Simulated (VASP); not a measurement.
# SiC in VASP: a series of runs

Runs on SiC. Level: PBE. Tasks: relaxation of cell and atoms, relaxation of shape and atoms at fixed volume.

Everything below comes from runs of VASP 6.6.1. Logs are shortened: lines on timing, memory, paths and dates and some standing lists are left out, and cuts for length are marked.

**1. The cell of the first run**

The typed cell holds 12 atoms: a = 3.095 Å, b = 3.095 Å, c = 15.185 Å, α = 90.00°, β = 90.00°, γ = 120.00°.

**2. Relaxation of cell and atoms, PBE**

File INCAR:

```
SYSTEM = SiC
PREC = Accurate
ENCUT = 600
EDIFF = 1E-6
ISMEAR = 0
SIGMA = 0.02
LREAL = .False.
LASPH = .True.
NELM = 100
ALGO = Normal
ISIF = 3
LWAVE = .False.
LCHARG = .False.
GGA = PE
IBRION = 2
NSW = 100
EDIFFG = -0.005
```

File KPOINTS:

```
regular mesh
0
Gamma
  12 12 2
  0 0 0
```

File POSCAR:

```
SiC
1.0
    1.5474216110     -2.6801718269      0.0000000000
    1.5474216110      2.6801718269      0.0000000000
    0.0000000000      0.0000000000     15.1848130333
Si C
6 6
Direct
    0.1666761840      0.8333238160      0.8577299512
    0.8333238160      0.1666761840      0.3577299512
    0.4999848395      0.5000151605      0.5244683958
    0.5000151605      0.4999848395      0.0244683958
    0.8333482686      0.1666517314      0.6911956365
    0.1666517314      0.8333482686      0.1911956365
    0.5000159461      0.4999840539      0.6498327585
    0.4999840539      0.5000159461      0.1498327585
    0.1666787236      0.8333212764      0.9827157080
    0.8333212764      0.1666787236      0.4827157080
    0.8333408876      0.1666591124      0.8161975500
    0.1666591124      0.8333408876      0.3161975500
```

Potentials or basis: VASP PAW PBE potentials, release 64 (Si, C).

Command:

```
$ cat potpaw_PBE.64/Si/POTCAR potpaw_PBE.64/C/POTCAR > POTCAR
$ mpirun -np 1 vasp_std > vasp.out
```

OUTCAR:

```text
SYSTEM = SiC
   PREC = Accurate
   ENCUT = 600
   EDIFF = 1E-6
   ISMEAR = 0
   LREAL = .False.
   LASPH = .True.
   NELM = 100
   ISIF = 3
   GGA = PE
   IBRION = 2
   NSW = 100
   EDIFFG = -0.005

 ion  position               nearest neighbor table
   1  0.167  0.833  0.858-  11 1.89  11 1.89  11 1.89   9 1.90   5 3.10   5 3.10   5 3.10   4 3.10
                             4 3.10   4 3.10
   2  0.833  0.167  0.358-  12 1.89  12 1.89  12 1.89  10 1.90   6 3.10   6 3.10   6 3.10   3 3.10
                             3 3.10   3 3.10
   3  0.500  0.500  0.524-  10 1.90  10 1.90  10 1.90   7 1.90   5 3.10   5 3.10   5 3.10   2 3.10
                             2 3.10   2 3.10
   4  0.500  0.500  0.024-   9 1.90   9 1.90   9 1.90   8 1.90   6 3.10   6 3.10   6 3.10   1 3.10
                             1 3.10   1 3.10
   5  0.833  0.167  0.691-   7 1.89   7 1.89   7 1.89  11 1.90   1 3.10   1 3.10   1 3.10   3 3.10
                             3 3.10   3 3.10
   6  0.167  0.833  0.191-   8 1.89   8 1.89   8 1.89  12 1.90   2 3.10   2 3.10   2 3.10   4 3.10
                             4 3.10   4 3.10
   7  0.500  0.500  0.650-   5 1.89   5 1.89   5 1.89   3 1.90
   8  0.500  0.500  0.150-   6 1.89   6 1.89   6 1.89   4 1.90
   9  0.167  0.833  0.983-   4 1.90   4 1.90   4 1.90   1 1.90
  10  0.833  0.167  0.483-   3 1.90   3 1.90   3 1.90   2 1.90
  11  0.833  0.167  0.816-   1 1.89   1 1.89   1 1.89   5 1.90
  12  0.167  0.833  0.316-   2 1.89   2 1.89   2 1.89   6 1.90

  LATTYP: Found a hexagonal cell.
 ALAT       =     3.0948432220
 C/A-ratio  =     4.9064886148

  Lattice vectors:

 A1 = (   3.0948432220,   0.0000000000,   0.0000000000)
 A2 = (  -1.5474216110,   2.6801718269,   0.0000000000)
 A3 = (   0.0000000000,   0.0000000000,  15.1848130333)

Analysis of symmetry for initial positions (statically):
=====================================================================
 Subroutine PRICEL returns:
 Original cell was already a primitive cell.

 Routine SETGRP: Setting up the symmetry group for a
 hexagonal supercell.

 Subroutine GETGRP returns: Found  4 space group operations
 (whereof  2 operations were pure point group operations)
 out of a pool of 24 trial point group operations.

The static configuration has the point symmetry C_1h.
 The point group associated with its full space group is C_2v.

Analysis of symmetry for dynamics (positions and initial velocities):
=====================================================================
 Subroutine PRICEL returns:
 Original cell was already a primitive cell.

 Routine SETGRP: Setting up the symmetry group for a
 hexagonal supercell.

 Subroutine GETGRP returns: Found  4 space group operations
 (whereof  2 operations were pure point group operations)
 out of a pool of 24 trial point group operations.

The dynamic configuration has the point symmetry C_1h.
 The point group associated with its full space group is C_2v.

 Subroutine INISYM returns: Found  4 space group operations
 (whereof  2 operations are pure point group operations),
 and found     1 'primitive' translations

----------------------------------------------------------------------------------------

                                     Primitive cell

  volume of cell :     125.9536

  direct lattice vectors                    reciprocal lattice vectors
     1.547421611 -2.680171827  0.000000000     0.323118145 -0.186555203  0.000000000
     1.547421611  2.680171827  0.000000000     0.323118145  0.186555203  0.000000000
     0.000000000  0.000000000 15.184813033     0.000000000  0.000000000  0.065855272

  length of vectors
     3.094807694  3.094807694 15.184813033     0.373106123  0.373106123  0.065855272

  position of ions in fractional coordinates (direct lattice)
     0.166676184  0.833323816  0.857729951
     0.833323816  0.166676184  0.357729951
     0.499984840  0.500015160  0.524468396
     0.500015160  0.499984840  0.024468396
     0.833348269  0.166651731  0.691195636
     0.166651731  0.833348269  0.191195636
     0.500015946  0.499984054  0.649832758
     0.499984054  0.500015946  0.149832758
     0.166678724  0.833321276  0.982715708
     0.833321276  0.166678724  0.482715708
     0.833340888  0.166659112  0.816197550
     0.166659112  0.833340888  0.316197550

  ion indices of the primitive-cell ions
   primitive index   ion index
                 1           1
                 2           2
                 3           3
                 4           4
                 5           5
                 6           6
                 7           7
                 8           8
                 9           9
                10          10
                11          11
                12          12

----------------------------------------------------------------------------------------

 KPOINTS: regular mesh

Automatic generation of k-mesh.
 Grid dimensions read from file:
 generate k-points for:   12   12    2

 Generating k-lattice:

  Cartesian coordinates                     Fractional coordinates (reciprocal lattice)
     0.026926512 -0.015546267  0.000000000     0.083333333  0.000000000  0.000000000
     0.026926512  0.015546267  0.000000000     0.000000000  0.083333333  0.000000000
     0.000000000  0.000000000  0.032927636     0.000000000  0.000000000  0.500000000

  Length of vectors
     0.031092177  0.031092177  0.032927636

  Shift w.r.t. Gamma in fractional coordinates (k-lattice)
     0.000000000  0.000000000  0.000000000

 Subroutine IBZKPT returns following result:
 ===========================================

 Found     86 irreducible k-points:

 Following reciprocal coordinates:
            Coordinates               Weight
  0.000000  0.000000  0.000000      1.000000
  0.083333  0.000000  0.000000      4.000000
  0.166667  0.000000  0.000000      4.000000
  0.250000  0.000000  0.000000      4.000000
  0.333333  0.000000  0.000000      4.000000
  0.416667  0.000000  0.000000      4.000000
[... 16 lines left out ...]
  0.500000  0.166667  0.000000      4.000000
 -0.416667  0.166667  0.000000      4.000000
 [... further k-points ...]
   k-points           NKPTS =     86   k-points in BZ     NKDIM =     86   number of bands    NBANDS=     31
   number of dos      NEDOS =    301   number of ions     NIONS =     12
   total plane-waves  NPLWV =  98784
   dimension x,y,z NGX =    28 NGY =   28 NGZ =  126
   dimension x,y,z NGXF=    56 NGYF=   56 NGZF=  252
   ions per type =               6   6
   NGX,Y,Z   is equivalent  to a cutoff of  15.04, 15.04, 13.79 a.u.
   NGXF,Y,Z  is equivalent  to a cutoff of  30.08, 30.08, 27.59 a.u.
 SYSTEM =  SiC
   PREC   = accura    normal or accurate (medium, high low for compatibility)
   ISTART =      0    job   : 0-new  1-cont  2-samecut
   ICHARG =      2    charge: 1-file 2-atom 10-const
   ISPIN  =      1    spin polarized calculation?
   LNONCOLLINEAR =      F non collinear calculations
   LSORBIT =      F    spin-orbit coupling
   LASPH  =      T    aspherical Exc in radial PAW
   ENCUT  =  600.0 eV  44.10 Ry    6.64 a.u.   6.18  6.18 30.33*2*pi/ulx,y,z
   NELM   =    100;   NELMIN=  2; NELMDL= -5     # of ELM steps
   EDIFF  = 0.1E-05   stopping-criterion for ELM
   LREAL  =      F    real-space projection
   EDIFFG = -.5E-02   stopping-criterion for IOM
   NSW    =    100    number of steps for IOM
   IBRION =      2    ionic relax: 0-MD 1-quasi-New 2-CG
   NFREE  =      1    steps in history (QN), initial steepest desc. (CG)
   ISIF   =      3    stress and relaxation
   ISYM   =      2    0-nonsym 1-usesym 2-fastsym
   POTIM  = 0.5000    time-step for ionic-motion
   TEBEG  =    0.0;   TEEND  =   0.0 temperature during run
   PSTRESS=    0.0 pullay stress
   NELECT =      48.0000    total number of electrons
   NUPDOWN=      -1.0000    fix difference up-down
   EMIN   =  10.00;   EMAX   =-10.00  energy-range for DOS
   EFERMI =   0.00;   METHOD = LEGACY
   ISMEAR =     0;   SIGMA  =   0.02  broadening in eV -4-tet -1-fermi 0-gaus
   EFERMI_NEDOS =   21; number of points for ismear=-14 and -15
   IALGO  =     38    algorithm
   IMIX   =      4    mixing-type and parameters
     AMIX     =   0.40;   BMIX     =  1.00
     AMIX_MAG =   1.60;   BMIX_MAG =  1.00
  volume/ion in A,a.u.               =      10.50        70.83
  Fermi-wavevector in a.u.,A,eV,Ry     =   1.186911  2.242937 19.167328  1.408759
  Thomas-Fermi vector in A             =   2.323074
   LORBIT       =      0    0 simple, 1 ext, 2 COOP (PROOUT), +10 PAW based schemes
   GGA     = PE    functional components
   LHFCALC =     F    Hartree Fock is set to
   AEXX    =    0.0000 exact exchange contribution
   IVDW    =     0    specifies the selected vdW correction
   LEPSILON=     F    determine dielectric tensor
   LRPA    =     F    only Hartree local field effects (RPA)
 conjugate gradient relaxation of ions
 non-spin polarized calculation
 Gauss-broadening in eV      SIGMA  =   0.02
  energy-cutoff  :      600.00
  volume of cell :      125.95
 maximum number of plane-waves:      4232
 NGX is ok and might be reduce to    28
   NGX = 13   NGY = 13   NGZ = 61

--------------------------------------- Ionic step        1  -------------------------------------------

 number of electron      48.0000000 magnetization

 Free energy of the ion-electron system (eV)
  ---------------------------------------------------
  ext. energy  EPLUGINS =         0.00000000
  ---------------------------------------------------
  free energy    TOTEN  =       -90.38194849 eV

  energy without entropy =      -90.38194849  energy(sigma->0) =      -90.38194849

------------------------ aborting loop because EDIFF is reached ----------------------------------------

  FORCE on cell =-STRESS in cart. coord.  units (eV):
  Direction    XX          YY          ZZ          XY          YZ          ZX
  --------------------------------------------------------------------------------------
  -------------------------------------------------------------------------------------
  Total       -0.1166596     -0.1111098     -0.0936671      0.0000000      0.0000000      0.0000000
  in kB       -1.4839534     -1.4133581     -1.1914807      0.0000000      0.0000000      0.0000000
  external PRESSURE =      -1.3629307 kB  Pullay stress =       0.0000000 kB
[... 77 lines left out ...]
  energy  without entropy=      -90.3819567022  energy(sigma->0) =      -90.38195670

--------------------------------------- Ionic step        3  -------------------------------------------

 number of electron      48.0000000 magnetization

 Free energy of the ion-electron system (eV)
  ---------------------------------------------------
  ext. energy  EPLUGINS =         0.00000000
  ---------------------------------------------------
  free energy    TOTEN  =       -90.38199714 eV

  energy without entropy =      -90.38199714  energy(sigma->0) =      -90.38199714

 E-fermi :   8.1370     XC(G=0): -11.2945

 val. band max:        7.9979544509   @ k =   0.0000   0.0000   0.0000
 cond. band min:      10.0275048511   @ k =   0.5000   0.0000   0.0000
 fundamental gap:      2.0295504001
 Fermi energy:         8.1369766044

 k-point     1 :       0.0000    0.0000    0.0000
  band No.  band energies     occupation
      1      -7.3499      2.00000
      2      -6.8344      2.00000
      3      -6.7986      2.00000
      4      -5.3227      2.00000
      5      -5.2945      2.00000
      6      -3.8347      2.00000
[... 805 lines left out ...]
     30      14.2986      0.00000
     31      14.4294      0.00000

 [... further k-points ...]
[... 5 lines left out ...]
  --------------------------------------------------------------------------------------
  -------------------------------------------------------------------------------------
  Total        0.0013681      0.0028475      0.0073767      0.0000000      0.0000000      0.0000000
  in kB        0.0174146      0.0362451      0.0938971      0.0000000      0.0000000      0.0000000
  external PRESSURE =       0.0491856 kB  Pullay stress =       0.0000000 kB
[... 27 lines left out ...]
  FREE ENERGIE OF THE ION-ELECTRON SYSTEM (eV)
  ---------------------------------------------------
  free  energy   TOTEN  =       -90.3819971367 eV

  energy  without entropy=      -90.3819971367  energy(sigma->0) =      -90.38199714

 reached required accuracy - stopping structural energy minimisation
```

It took 20 min on 1 thread of Oxide Virtual Turin-like, shared host; peak memory 0.47 GiB.

Results:

- Free energy: -90.3820 eV
- Relaxed volume: 10.49 Å³/atom
- Relaxed cell: a = 3.094 Å, b = 3.094 Å, c = 15.182 Å, α = 90.00°, β = 90.00°, γ = 120.00°
- Space group after relaxing (to 0.1 Å): P6_3mc (No. 186)
- Energy gained by relaxing: 0.0 meV/atom
- Ionic steps: 3
- Pressure after relaxing: 0.0 GPa
- Largest force after relaxing: 0.003 eV/Å
- Band gap on the k mesh: 2.03 eV (least direct gap 3.13 eV)

Forces in eV/Å, atoms in the order of the input:
```
Si   0.000  0.000  0.000
Si   0.000  0.000  0.000
Si   0.000  0.000 -0.001
Si   0.000  0.000 -0.001
Si   0.000  0.000  0.003
Si   0.000  0.000  0.003
C    0.000  0.000  0.003
C    0.000  0.000  0.003
C    0.000  0.000 -0.003
C    0.000  0.000 -0.003
C    0.000  0.000 -0.001
C    0.000  0.000 -0.001
```

Final structure:
```yaml
crystal:
  lattice:
    - [1.54705, -2.67956, 0.00000]
    - [1.54705, 2.67956, 0.00000]
    - [0.00000, 0.00000, 15.18188]
  atoms:
    - { symbol: Si, position: [0.16668, 0.83332, 0.85771] }
    - { symbol: Si, position: [0.83332, 0.16668, 0.35771] }
    - { symbol: Si, position: [0.49999, 0.50001, 0.52448] }
    - { symbol: Si, position: [0.50001, 0.49999, 0.02448] }
    - { symbol: Si, position: [0.83335, 0.16665, 0.69121] }
    - { symbol: Si, position: [0.16665, 0.83335, 0.19121] }
    - { symbol: C, position: [0.50001, 0.49999, 0.64983] }
    - { symbol: C, position: [0.49999, 0.50001, 0.14983] }
    - { symbol: C, position: [0.16668, 0.83332, 0.98270] }
    - { symbol: C, position: [0.83332, 0.16668, 0.48270] }
    - { symbol: C, position: [0.83334, 0.16666, 0.81621] }
    - { symbol: C, position: [0.16666, 0.83334, 0.31621] }
```

**3. Relaxation of shape and atoms at fixed volume, PBE (11.55 Å³/atom)**

This run uses another cell than the first one, of 11.55 Å³/atom.

File INCAR:

```
SYSTEM = SiC
  PREC = Accurate
  ENCUT = 600
  EDIFF = 1E-6
  ISMEAR = 0
  SIGMA = 0.02
  LREAL = .FALSE.
  LASPH = .TRUE.
  NELM = 80
  ALGO = Normal
  ISIF = 4
  LWAVE = .FALSE.
  LCHARG = .FALSE.
  GGA = PE
  IBRION = 2
  NSW = 50
  EDIFFG = -0.01
```

File KPOINTS:

```
Automatic mesh
0
G
  12 12 2
  0 0 0
```

File POSCAR:

```
SiC
1.0
    1.5972918642     -2.7665695688      0.0000000000
    1.5972918642      2.7665695688      0.0000000000
    0.0000000000      0.0000000000     15.6784579626
Si C
6 6
Direct
    0.1666673760      0.8333326240      0.8577132939
    0.8333326240      0.1666673760      0.3577132939
    0.4999991360      0.5000008640      0.5244663106
    0.5000008640      0.4999991360      0.0244663106
    0.8333337297      0.1666662703      0.6912334238
    0.1666662703      0.8333337297      0.1912334238
    0.5000007595      0.4999992405      0.6498369721
    0.4999992405      0.5000007595      0.1498369721
    0.1666658625      0.8333341375      0.9826797769
    0.8333341375      0.1666658625      0.4826797769
    0.8333329520      0.1666670480      0.8162102228
    0.1666670480      0.8333329520      0.3162102228
```

Potentials or basis: VASP PAW PBE potentials, release 64 (Si, C).

Command:

```
$ cat potpaw_PBE.64/Si/POTCAR potpaw_PBE.64/C/POTCAR > POTCAR
$ mpirun -np 1 vasp_std > vasp.out
```

It took 8.7 min on 1 thread of AMD EPYC 9755, shared host; peak memory 0.35 GiB.

The run converged. Its results:

* Free energy: -89.6677 eV
* Energy gained by relaxing: 0.0 meV/atom
* Ionic steps: 2
* Pressure after relaxing: -16.9 GPa
* Largest force after relaxing: 0.008 eV/Å
* Band gap on the k mesh: 2.05 eV (least direct gap 3.12 eV)

Forces on the atoms (eV/Å):
```
Si   0.000  0.000 -0.003
Si   0.000  0.000 -0.003
Si   0.000  0.000  0.008
Si   0.000  0.000  0.008
Si   0.000  0.000  0.005
Si   0.000  0.000  0.005
C    0.000  0.000 -0.006
C    0.000  0.000 -0.006
C    0.000  0.000 -0.007
C    0.000  0.000 -0.007
C    0.000  0.000  0.003
C    0.000  0.000  0.003
```

Final structure:
```xyz
12
Lattice="1.5972 -2.7664 0.0000 1.5972 2.7664 0.0000 0.0000 0.0000 15.6809" Properties=species:S:1:pos:R:3 pbc="T T T"
Si    1.5972    1.8442   13.4497
Si    1.5972   -1.8442    5.6093
Si    1.5972    0.0000    8.2233
Si    1.5972    0.0000    0.3828
Si    1.5972   -1.8442   10.8391
Si    1.5972    1.8442    2.9987
C     1.5972    0.0000   10.1907
C     1.5972    0.0000    2.3503
C     1.5972    1.8442   15.4094
C     1.5972   -1.8442    7.5689
C     1.5972   -1.8442   12.7990
C     1.5972    1.8442    4.9585
```

Levels at points of the mesh, in eV from the valence-band top:
```csv
k point,band 22,band 23,band 24,band 25,band 26,band 27
"(0.00, 0.00, 0.00)",-0.03,0.00,0.00,4.26,4.43,4.78
"(0.50, 0.00, 0.00)",-1.68,-1.56,-1.07,2.05,2.18,3.03
"(0.00, 0.00, 0.50)",-0.09,-0.09,-0.09,4.32,4.32,5.02
"(0.50, 0.00, 0.50)",-1.63,-1.25,-1.25,2.06,2.06,3.25
```

A k mesh can miss the band edges.

(Part 1 of 2 ends here.)
